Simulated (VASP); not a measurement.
# TePt (R-3m) in VASP: single point with PBEsol

Aim: the single point of TePt with PBEsol.

All numbers are computed with VASP 6.6.1; they aren't measurements. Logs are shortened: lines on timing, memory, paths and dates and some standing lists are left out, and cuts for length are marked.

### 1 The cell of the first run

It takes space group R-3m (No. 166, trigonal). Conventional cell: a = 3.964 Å, b = 3.964 Å, c = 19.834 Å, α = 90.00°, β = 90.00°, γ = 120.00°. Within 3.6 Å of Te (site symmetry 3m) lie 6 Pt at 2.60 to 3.52 Å and 3 Te at 3.54 Å. Within 3.6 Å of Pt (site symmetry 3m) lie 6 Te at 2.60 to 3.52 Å and 3 Pt at 2.71 Å.

### 2 Single point, PBEsol

The input, INCAR:

```
SYSTEM = TePt
PREC     = Accurate       ! precision mode
ENCUT    = 520            ! plane-wave cutoff, eV
EDIFF    = 1E-7           ! SCF threshold, eV
ISMEAR   = 0              ! smearing method
SIGMA    = 0.15           ! smearing width, eV
LREAL    = .False.        ! projectors in reciprocal space
LASPH    = .True.         ! aspherical terms in the spheres
NELM     = 100            ! most SCF steps
ALGO     = Fast           ! electronic algorithm
ISIF     = 2              ! what is computed and relaxed
LWAVE    = .False.        ! write WAVECAR
LCHARG   = .False.        ! write CHGCAR
GGA      = PS             ! functional
NBANDS   = 24             ! bands
```

The input, KPOINTS:

```
regular mesh
0
Gamma
  15 15 15
  0 0 0
```

The input, POSCAR:

```
TePt
1.0
    1.9818228244      1.1442059412      6.6114628326
   -1.9818228244      1.1442059412      6.6114628326
    0.0000000000     -2.2884118823      6.6114628326
Te Pt
2 2
Direct
    0.5984717212      0.5984717212      0.5984717212
    0.4015282788      0.4015282788      0.4015282788
    0.8698238680      0.8698238680      0.8698238680
    0.1301761320      0.1301761320      0.1301761320
```

Potentials or basis: VASP PAW PBE potentials, release 64 (Te, Pt).

Run with:

```
> cat potpaw_PBE.64/Te/POTCAR potpaw_PBE.64/Pt/POTCAR > POTCAR
> mpirun -np 1 vasp_std > vasp.out
```

OUTCAR:

```text
SYSTEM = TePt
   PREC = Accurate
   ENCUT = 520
   EDIFF = 1E-7
   ISMEAR = 0
   LREAL = .False.
   LASPH = .True.
   NELM = 100
   ISIF = 2
   GGA = PS

 ion  position               nearest neighbor table
   1  0.598  0.598  0.598-   3 2.60   3 2.60   3 2.60   4 3.52   4 3.52   4 3.52   2 3.54   2 3.54
                             2 3.54
   2  0.402  0.402  0.402-   4 2.60   4 2.60   4 2.60   3 3.52   3 3.52   3 3.52   1 3.54   1 3.54
                             1 3.54
   3  0.870  0.870  0.870-   1 2.60   1 2.60   1 2.60   4 2.71   4 2.71   4 2.71   2 3.52   2 3.52
                             2 3.52
   4  0.130  0.130  0.130-   2 2.60   2 2.60   2 2.60   3 2.71   3 2.71   3 2.71   1 3.52   1 3.52
                             1 3.52

  LATTYP: Found a trigonal (rhomboedric) cell.
 ALAT       =     6.9963040050
 COS(alpha) =     0.8395194874

  Lattice vectors:

 A1 = (   1.9818228244,   1.1442059412,   6.6114628326)
 A2 = (  -1.9818228244,   1.1442059412,   6.6114628326)
 A3 = (   0.0000000000,  -2.2884118823,   6.6114628326)

Analysis of symmetry for initial positions (statically):
=====================================================================
 Subroutine PRICEL returns:
 Original cell was already a primitive cell.

 Routine SETGRP: Setting up the symmetry group for a
 trigonal (rhombohedral) supercell.

 Subroutine GETGRP returns: Found 12 space group operations
 (whereof 12 operations were pure point group operations)
 out of a pool of 12 trial point group operations.

The static configuration has the point symmetry D_3d.

Analysis of symmetry for dynamics (positions and initial velocities):
=====================================================================
 Subroutine PRICEL returns:
 Original cell was already a primitive cell.

 Routine SETGRP: Setting up the symmetry group for a
 trigonal (rhombohedral) supercell.

 Subroutine GETGRP returns: Found 12 space group operations
 (whereof 12 operations were pure point group operations)
 out of a pool of 12 trial point group operations.

The dynamic configuration has the point symmetry D_3d.

 Subroutine INISYM returns: Found 12 space group operations
 (whereof 12 operations are pure point group operations),
 and found     1 'primitive' translations

----------------------------------------------------------------------------------------

                                     Primitive cell

  volume of cell :      89.9535

  direct lattice vectors                    reciprocal lattice vectors
     1.981822824  1.144205941  6.611462833     0.252292987  0.145661424  0.050417486
    -1.981822824  1.144205941  6.611462833    -0.252292987  0.145661424  0.050417486
     0.000000000 -2.288411882  6.611462833     0.000000000 -0.291322848  0.050417486

  length of vectors
     6.996304005  6.996304005  6.996304005     0.295653386  0.295653386  0.295653386

  position of ions in fractional coordinates (direct lattice)
     0.598471721  0.598471721  0.598471721
     0.401528279  0.401528279  0.401528279
     0.869823868  0.869823868  0.869823868
     0.130176132  0.130176132  0.130176132

  ion indices of the primitive-cell ions
   primitive index   ion index
                 1           1
                 2           2
                 3           3
                 4           4

----------------------------------------------------------------------------------------

 KPOINTS: regular mesh

Automatic generation of k-mesh.
 Grid dimensions read from file:
 generate k-points for:   15   15   15

 Generating k-lattice:

  Cartesian coordinates                     Fractional coordinates (reciprocal lattice)
     0.016819532  0.009710762  0.003361166     0.066666667  0.000000000  0.000000000
    -0.016819532  0.009710762  0.003361166     0.000000000  0.066666667  0.000000000
     0.000000000 -0.019421523  0.003361166     0.000000000  0.000000000  0.066666667

  Length of vectors
     0.019710226  0.019710226  0.019710226

  Shift w.r.t. Gamma in fractional coordinates (k-lattice)
     0.000000000  0.000000000  0.000000000

 Subroutine IBZKPT returns following result:
 ===========================================

 Found    344 irreducible k-points:

 Following reciprocal coordinates:
            Coordinates               Weight
  0.000000  0.000000  0.000000      1.000000
  0.066667  0.000000  0.000000      6.000000
  0.133333  0.000000 -0.000000      6.000000
  0.200000  0.000000  0.000000      6.000000
  0.266667  0.000000 -0.000000      6.000000
  0.333333  0.000000  0.000000      6.000000
[... 16 lines left out ...]
  0.133333  0.133333 -0.000000      6.000000
  0.200000  0.133333  0.000000     12.000000
 [... further k-points ...]
   k-points           NKPTS =    344   k-points in BZ     NKDIM =    344   number of bands    NBANDS=     24
   number of dos      NEDOS =    301   number of ions     NIONS =      4
   total plane-waves  NPLWV = 157464
   dimension x,y,z NGX =    54 NGY =   54 NGZ =   54
   dimension x,y,z NGXF=   108 NGYF=  108 NGZF=  108
   ions per type =               2   2
   NGX,Y,Z   is equivalent  to a cutoff of  12.83, 12.83, 12.83 a.u.
   NGXF,Y,Z  is equivalent  to a cutoff of  25.66, 25.66, 25.66 a.u.
 SYSTEM =  TePt
   PREC   = accura    normal or accurate (medium, high low for compatibility)
   ISTART =      0    job   : 0-new  1-cont  2-samecut
   ICHARG =      2    charge: 1-file 2-atom 10-const
   ISPIN  =      1    spin polarized calculation?
   LNONCOLLINEAR =      F non collinear calculations
   LSORBIT =      F    spin-orbit coupling
   LASPH  =      T    aspherical Exc in radial PAW
   ENCUT  =  520.0 eV  38.22 Ry    6.18 a.u.  13.01 13.01 13.01*2*pi/ulx,y,z
   NELM   =    100;   NELMIN=  2; NELMDL= -5     # of ELM steps
   EDIFF  = 0.1E-06   stopping-criterion for ELM
   LREAL  =      F    real-space projection
   EDIFFG = 0.1E-05   stopping-criterion for IOM
   NSW    =      0    number of steps for IOM
   IBRION =     -1    ionic relax: 0-MD 1-quasi-New 2-CG
   NFREE  =      0    steps in history (QN), initial steepest desc. (CG)
   ISIF   =      2    stress and relaxation
   ISYM   =      2    0-nonsym 1-usesym 2-fastsym
   POTIM  = 0.5000    time-step for ionic-motion
   TEBEG  =    0.0;   TEEND  =   0.0 temperature during run
   PSTRESS=    0.0 pullay stress
   NELECT =      32.0000    total number of electrons
   NUPDOWN=      -1.0000    fix difference up-down
   EMIN   =  10.00;   EMAX   =-10.00  energy-range for DOS
   EFERMI =   0.00;   METHOD = LEGACY
   ISMEAR =     0;   SIGMA  =   0.15  broadening in eV -4-tet -1-fermi 0-gaus
   EFERMI_NEDOS =   21; number of points for ismear=-14 and -15
   IALGO  =     68    algorithm
   IMIX   =      4    mixing-type and parameters
     AMIX     =   0.40;   BMIX     =  1.00
     AMIX_MAG =   1.60;   BMIX_MAG =  1.00
  volume/ion in A,a.u.               =      22.49       151.76
  Fermi-wavevector in a.u.,A,eV,Ry     =   1.159985  2.192053 18.307512  1.345564
  Thomas-Fermi vector in A             =   2.296572
   LORBIT       =      0    0 simple, 1 ext, 2 COOP (PROOUT), +10 PAW based schemes
   GGA     = PS    functional components
   LHFCALC =     F    Hartree Fock is set to
   AEXX    =    0.0000 exact exchange contribution
   IVDW    =     0    specifies the selected vdW correction
   LEPSILON=     F    determine dielectric tensor
   LRPA    =     F    only Hartree local field effects (RPA)
 non-spin polarized calculation
 RMM-DIIS sequential band-by-band and
 Gauss-broadening in eV      SIGMA  =   0.15
  energy-cutoff  :      520.00
  volume of cell :       89.95
 maximum number of plane-waves:      2457
 NGX is ok and might be reduce to    54
   NGX = 27   NGY = 27   NGZ = 27

 number of electron      31.9999999 magnetization

 Free energy of the ion-electron system (eV)
  ---------------------------------------------------
  ext. energy  EPLUGINS =         0.00000000
  ---------------------------------------------------
  free energy    TOTEN  =       -22.36848522 eV

  energy without entropy =      -22.34686564  energy(sigma->0) =      -22.35767543

 E-fermi :   8.3771     XC(G=0): -11.0828

 val. band max:        8.3768544184   @ k =  -0.3333   0.2000   0.1333
 cond. band min:       8.3785778567   @ k =  -0.4667   0.3333   0.3333
 fundamental gap:      0.0017234383
 Fermi energy:         8.3771176978

 k-point     1 :       0.0000    0.0000    0.0000
  band No.  band energies     occupation
      1      -5.0053      2.00000
      2      -3.3820      2.00000
      3       1.4956      2.00000
      4       2.8497      2.00000
      5       2.8497      2.00000
      6       3.5369      2.00000
[... 16 lines left out ...]
     23      14.6809      0.00000
     24      16.2297      0.00000

 k-point     2 :       0.0667    0.0000    0.0000
  band No.  band energies     occupation
      1      -4.9585      2.00000
      2      -3.3668      2.00000
      3       1.5459      2.00000
      4       2.8581      2.00000
      5       2.8795      2.00000
      6       3.4708      2.00000
[... 16 lines left out ...]
     23      14.8118      0.00000
     24      15.6818      0.00000

 k-point     3 :       0.1333    0.0000   -0.0000
  band No.  band energies     occupation
      1      -4.8221      2.00000
      2      -3.3213      2.00000
      3       1.6817      2.00000
      4       2.8890      2.00000
      5       2.9329      2.00000
      6       3.3084      2.00000
[... 16 lines left out ...]
     23      15.1521      0.00000
     24      15.4812      0.00000
[... 514 lines left out ...]
 k-point    23 :       0.1333    0.1333   -0.0000
  band No.  band energies     occupation
      1      -4.8049      2.00000
      2      -3.3577      2.00000
      3       1.7516      2.00000
      4       2.9037      2.00000
      5       2.9125      2.00000
      6       3.3229      2.00000
[... 16 lines left out ...]
     23      15.4285      0.00000
     24      15.5199      0.00000

 k-point    24 :       0.2000    0.1333    0.0000
  band No.  band energies     occupation
      1      -4.6661      2.00000
      2      -3.3278      2.00000
      3       1.9006      2.00000
      4       2.8047      2.00000
      5       3.0338      2.00000
      6       3.2260      2.00000
[... 16 lines left out ...]
     23      15.2381      0.00000
     24      15.4404      0.00000

 [... further k-points ...]

------------------------ aborting loop because EDIFF is reached ----------------------------------------

  FORCE on cell =-STRESS in cart. coord.  units (eV):
  Direction    XX          YY          ZZ          XY          YZ          ZX
  --------------------------------------------------------------------------------------
  -------------------------------------------------------------------------------------
  Total       -0.0921806     -0.0921806     -0.0182304      0.0000000     -0.0000000      0.0000000
  in kB       -1.6418446     -1.6418446     -0.3247048      0.0000000     -0.0000000      0.0000000
  external PRESSURE =      -1.2027980 kB  Pullay stress =       0.0000000 kB

 VOLUME and BASIS-vectors are now :
 -----------------------------------------------------------------------------
  energy-cutoff  :      520.00
  volume of cell :       89.95
      direct lattice vectors                 reciprocal lattice vectors
     1.981822824  1.144205941  6.611462833     0.252292987  0.145661424  0.050417486
    -1.981822824  1.144205941  6.611462833    -0.252292987  0.145661424  0.050417486
     0.000000000 -2.288411882  6.611462833     0.000000000 -0.291322848  0.050417486

 POSITION                                       TOTAL-FORCE (eV/Angst)
 -----------------------------------------------------------------------------------
      0.00000      0.00000     11.87032         0.000000     -0.000000     -0.008255
      0.00000      0.00000      7.96407         0.000000      0.000000      0.008255
      0.00000      0.00000     17.25242         0.000000      0.000000      0.009894
      0.00000      0.00000      2.58196         0.000000     -0.000000     -0.009894
 -----------------------------------------------------------------------------------
    total drift:                                0.000000     -0.000000      0.000000

  FREE ENERGIE OF THE ION-ELECTRON SYSTEM (eV)
  ---------------------------------------------------
  free  energy   TOTEN  =       -22.3684852174 eV

  energy  without entropy=      -22.3468656378  energy(sigma->0) =      -22.35767543
```

Wall time 46 min (1 thread of Oxide Virtual Turin-like, shared host); peak memory 0.86 GiB.

Results:

```
Free energy            : -22.3685 eV
Pressure               : -0.1 GPa
Largest force          : 0.010 eV/Å
Band gap on the k mesh : zero (bands 16 and 17 overlap by 2.68 eV)
```

Forces on the atoms (eV/Å):
```
Te   0.000  0.000 -0.008
Te   0.000  0.000  0.008
Pt   0.000  0.000  0.010
Pt   0.000  0.000 -0.010
```

Caveat: the PAW data sets were made with another functional, which shifts forces and pressure a little; spin-orbit coupling is left out, which moves the levels of the heavy elements.
